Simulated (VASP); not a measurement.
# SiC (Pm-3m) in VASP: single point with r2SCAN+rVV10

Aim: the single point of SiC with r2SCAN+rVV10.

Program: VASP 6.6.1. These are calculated values, not measurements. Logs are shortened: lines on timing, memory, paths and dates and some standing lists are left out, and cuts for length are marked.

### Step 1. The cell of the first run

Symmetry: Pm-3m, No. 221, cubic system. The conventional cell has a = 2.617 Å, b = 2.617 Å, c = 2.617 Å, α = 90.00°, β = 90.00°, γ = 90.00°. Within 3.0 Å of Si (site symmetry m-3m) lie 8 C at 2.27 Å and 6 Si at 2.62 Å. Within 3.0 Å of C (site symmetry m-3m) lie 8 Si at 2.27 Å and 6 C at 2.62 Å.

### Step 2. Single point, r2SCAN+rVV10

Input file POSCAR:

```
SiC
1.0
    2.6166524702      0.0000000000      0.0000000000
    0.0000000000      2.6166524702      0.0000000000
    0.0000000000      0.0000000000      2.6166524702
Si C
1 1
Direct
    0.0000000000      0.0000000000      0.0000000000
    0.5000000000      0.5000000000      0.5000000000
```

Input file INCAR.step1:

```
ALGO     = Normal         # electronic algorithm
EDIFF    = 1E-4           # SCF threshold, eV
ENCUT    = 520            # plane-wave cutoff, eV
GGA      = PE             # functional
ISMEAR   = -1             # smearing method
LASPH    = T              # aspherical terms in the spheres
LCHARG   = F              # write CHGCAR
LREAL    = F              # projectors in reciprocal space
LWAVE    = T              # write WAVECAR
NBANDS   = 11             # bands
NELM     = 80             # most SCF steps
PREC     = Accurate       # precision mode
SIGMA    = 0.03           # smearing width, eV
```

Input file INCAR.step2:

```
ALGO     = Normal         # electronic algorithm
BPARAM   = 11.95        
CPARAM   = 0.0093       
EDIFF    = 1E-7           # SCF threshold, eV
ENCUT    = 520            # plane-wave cutoff, eV
ISIF     = 2              # what is computed and relaxed
ISMEAR   = -1             # smearing method
ISTART   = 1            
IVDW_NL  = 2            
LASPH    = T              # aspherical terms in the spheres
LCHARG   = F              # write CHGCAR
LMIXTAU  = T            
LREAL    = F              # projectors in reciprocal space
LUSE_VDW = T            
LWAVE    = F              # write WAVECAR
METAGGA  = R2SCAN         # meta-GGA
NBANDS   = 11             # bands
NELM     = 80             # most SCF steps
PREC     = Accurate       # precision mode
SIGMA    = 0.03           # smearing width, eV
```

Input file KPOINTS:

```
k-points
0
Gamma
  10 10 10
```

Potentials or basis: VASP PAW PBE potentials, release 64 (Si, C).

The run is started by

```bash
$ cat potpaw_PBE.64/Si/POTCAR potpaw_PBE.64/C/POTCAR > POTCAR
$ cp INCAR.step1 INCAR
$ mpirun -np 1 vasp_std > vasp.out
$ cp INCAR.step2 INCAR
$ mpirun -np 1 vasp_std > vasp.out
```

OUTCAR:

```text
BPARAM = 11.95
   EDIFF = 1E-7
   ENCUT = 520
   ISIF = 2
   ISMEAR = -1
   ISTART = 1
   IVDW_NL = 2
   LASPH = T
   LREAL = F
   METAGGA = R2SCAN
   NELM = 80
   PREC = Accurate

 ion  position               nearest neighbor table
   1  0.000  0.000  0.000-   2 2.27   2 2.27   2 2.27   2 2.27   2 2.27   2 2.27   2 2.27   2 2.27

   2  0.500  0.500  0.500-   1 2.27   1 2.27   1 2.27   1 2.27   1 2.27   1 2.27   1 2.27   1 2.27

  LATTYP: Found a simple cubic cell.
 ALAT       =     2.6166524702

  Lattice vectors:

 A1 = (   2.6166524702,   0.0000000000,   0.0000000000)
 A2 = (   0.0000000000,   2.6166524702,   0.0000000000)
 A3 = (   0.0000000000,   0.0000000000,   2.6166524702)

Analysis of symmetry for initial positions (statically):
=====================================================================
 Subroutine PRICEL returns:
 Original cell was already a primitive cell.

 Routine SETGRP: Setting up the symmetry group for a
 simple cubic supercell.

 Subroutine GETGRP returns: Found 48 space group operations
 (whereof 48 operations were pure point group operations)
 out of a pool of 48 trial point group operations.

The static configuration has the point symmetry O_h .

Analysis of symmetry for dynamics (positions and initial velocities):
=====================================================================
 Subroutine PRICEL returns:
 Original cell was already a primitive cell.

 Routine SETGRP: Setting up the symmetry group for a
 simple cubic supercell.

 Subroutine GETGRP returns: Found 48 space group operations
 (whereof 48 operations were pure point group operations)
 out of a pool of 48 trial point group operations.

The dynamic configuration has the point symmetry O_h .

 Subroutine INISYM returns: Found 48 space group operations
 (whereof 48 operations are pure point group operations),
 and found     1 'primitive' translations

----------------------------------------------------------------------------------------

                                     Primitive cell

  volume of cell :      17.9159

  direct lattice vectors                    reciprocal lattice vectors
     2.616652470  0.000000000  0.000000000     0.382167679  0.000000000  0.000000000
     0.000000000  2.616652470  0.000000000     0.000000000  0.382167679  0.000000000
     0.000000000  0.000000000  2.616652470     0.000000000  0.000000000  0.382167679

  length of vectors
     2.616652470  2.616652470  2.616652470     0.382167679  0.382167679  0.382167679

  position of ions in fractional coordinates (direct lattice)
[... 83 lines left out ...]
   IBRION =     -1    ionic relax: 0-MD 1-quasi-New 2-CG
   NFREE  =      0    steps in history (QN), initial steepest desc. (CG)
   ISIF   =      2    stress and relaxation
   ISYM   =      2    0-nonsym 1-usesym 2-fastsym
   POTIM  = 0.5000    time-step for ionic-motion
   TEBEG  =    0.0;   TEEND  =   0.0 temperature during run
   PSTRESS=    0.0 pullay stress
   NELECT =       8.0000    total number of electrons
   NUPDOWN=      -1.0000    fix difference up-down
   EMIN   =  10.00;   EMAX   =-10.00  energy-range for DOS
   EFERMI =   0.00;   METHOD = LEGACY
   ISMEAR =    -1;   SIGMA  =   0.03  broadening in eV -4-tet -1-fermi 0-gaus
   EFERMI_NEDOS =   21; number of points for ismear=-14 and -15
   IALGO  =     38    algorithm
   IMIX   =      4    mixing-type and parameters
     AMIX     =   0.40;   BMIX     =  1.00
     AMIX_MAG =   1.60;   BMIX_MAG =  1.00
  volume/ion in A,a.u.               =       8.96        60.45
  Fermi-wavevector in a.u.,A,eV,Ry     =   1.251292  2.364600 21.303084  1.565732
  Thomas-Fermi vector in A             =   2.385247
   LORBIT       =      0    0 simple, 1 ext, 2 COOP (PROOUT), +10 PAW based schemes
   METAGGA = R2SCAN    functional components
   LHFCALC =     F    Hartree Fock is set to
   AEXX    =    0.0000 exact exchange contribution
   IVDW_NL    =     2    kernel type
   BPARAM     =11.9500
   IVDW    =     0    specifies the selected vdW correction
   LEPSILON=     F    determine dielectric tensor
   LRPA    =     F    only Hartree local field effects (RPA)
 non-spin polarized calculation
  energy-cutoff  :      520.00
  volume of cell :       17.92
 maximum number of plane-waves:       500
 NGX is ok and might be reduce to    20
   NGX =  9   NGY =  9   NGZ =  9

 number of electron       7.9999999 magnetization

 Free energy of the ion-electron system (eV)
  ---------------------------------------------------
  ext. energy  EPLUGINS =         0.00000000
  ---------------------------------------------------
  free energy    TOTEN  =       -14.57519879 eV

  energy without entropy =      -14.57204136  energy(sigma->0) =      -14.57362008

 E-fermi :  11.5482     XC(G=0): -13.4677

 val. band max:       11.5376073523   @ k =   0.2000   0.2000   0.0000
 cond. band min:      11.5822838037   @ k =   0.5000   0.3000   0.3000
 fundamental gap:      0.0446764514
 Fermi energy:        11.5481522395

 k-point     1 :       0.0000    0.0000    0.0000
  band No.  band energies     occupation
      1      -7.3356      2.00000
      2      10.3886      2.00000
      3      10.3886      2.00000
      4      10.3886      2.00000
      5      13.6753      0.00000
      6      16.7475      0.00000
      7      16.7475      0.00000
      8      25.7679      0.00000
      9      25.7679      0.00000
     10      25.7679      0.00000
     11      33.1622      0.00000
[... 309 lines left out ...]
 k-point    24 :       0.3000    0.1000    0.1000
  band No.  band energies     occupation
      1      -5.0877      2.00000
      2       3.2192      2.00000
      3      10.0409      2.00000
      4      10.3097      2.00000
      5      17.0768      0.00000
      6      18.2196      0.00000
      7      19.0866      0.00000
      8      22.9472      0.00000
      9      23.2372      0.00000
     10      29.0949      0.00000
     11      29.8280      0.00000

 [... further k-points ...]
[... 5 lines left out ...]
  --------------------------------------------------------------------------------------
  -------------------------------------------------------------------------------------
  Total        0.0247895      0.0247895      0.0247895     -0.0000000      0.0000000     -0.0000000
  in kB        2.2168730      2.2168730      2.2168730     -0.0000000      0.0000000     -0.0000000
  external PRESSURE =       2.2168730 kB  Pullay stress =       0.0000000 kB

 VOLUME and BASIS-vectors are now :
 -----------------------------------------------------------------------------
  energy-cutoff  :      520.00
  volume of cell :       17.92
      direct lattice vectors                 reciprocal lattice vectors
     2.616652470  0.000000000  0.000000000     0.382167679  0.000000000  0.000000000
     0.000000000  2.616652470  0.000000000     0.000000000  0.382167679  0.000000000
     0.000000000  0.000000000  2.616652470     0.000000000  0.000000000  0.382167679

 POSITION                                       TOTAL-FORCE (eV/Angst)
 -----------------------------------------------------------------------------------
      0.00000      0.00000      0.00000         0.000000      0.000000      0.000000
      1.30833      1.30833      1.30833         0.000000      0.000000      0.000000
 -----------------------------------------------------------------------------------
    total drift:                                0.000000      0.000000      0.000000

  FREE ENERGIE OF THE ION-ELECTRON SYSTEM (eV)
  ---------------------------------------------------
  free  energy   TOTEN  =       -14.5751987893 eV

  energy  without entropy=      -14.5720413634  energy(sigma->0) =      -14.57362008
```

OSZICAR.step1:

```text
N       E                     dE             d eps       ncg     rms          rms(c)
DAV:   1     0.421591552944E+01    0.42159E+01   -0.39838E+03  1294   0.623E+02
DAV:   2    -0.109994395715E+02   -0.15215E+02   -0.14606E+02  1603   0.102E+02
DAV:   3    -0.114000899327E+02   -0.40065E+00   -0.39758E+00  1521   0.124E+01
DAV:   4    -0.114009771995E+02   -0.88727E-03   -0.88721E-03  1416   0.681E-01
DAV:   5    -0.114009789552E+02   -0.17557E-05   -0.17551E-05  1447   0.285E-02    0.528E+00
DAV:   6    -0.109038909271E+02    0.49709E+00   -0.21462E+00  1288   0.613E+00    0.237E+00
DAV:   7    -0.109005152934E+02    0.33756E-02   -0.52887E-02  1453   0.162E+00    0.118E+00
DAV:   8    -0.108965906457E+02    0.39246E-02   -0.48144E-03  1331   0.459E-01    0.134E-01
DAV:   9    -0.108964974339E+02    0.93212E-04   -0.30436E-04  1487   0.957E-02
   1 F= -.10896497E+02 E0= -.10894063E+02  d E =-.486810E-02
```

Run time: 39 s. Hardware: 1 thread of Intel Xeon Platinum 8259CL at 2.50GHz (Skylake/Cascade Lake), shared host; peak memory 0.18 GiB.

Results:

| Property | Result |
| --- | --- |
| Free energy | -14.5752 eV |
| Pressure | 0.2 GPa |
| Band gap on the k mesh | zero (band 4 reaches 12.82 eV, above the bottom of band 5 at 9.04 eV) |

Levels at points of the mesh, in eV from the Fermi level:
```tsv
k point	band 2	band 3	band 4	band 5	band 6	band 7
(0.00, 0.00, 0.00)	-1.16	-1.16	-1.16	2.13	5.20	5.20
(0.50, 0.00, 0.00)	-12.71	1.01	1.01	5.61	7.44	8.35
(0.50, 0.50, 0.00)	-8.60	-8.60	-5.58	2.71	9.73	9.73
(0.50, 0.50, 0.50)	-4.74	-4.74	-4.74	-1.68	-1.68	-1.68
```

Caveat: the PAW data sets were made with another functional, which shifts forces and pressure a little.
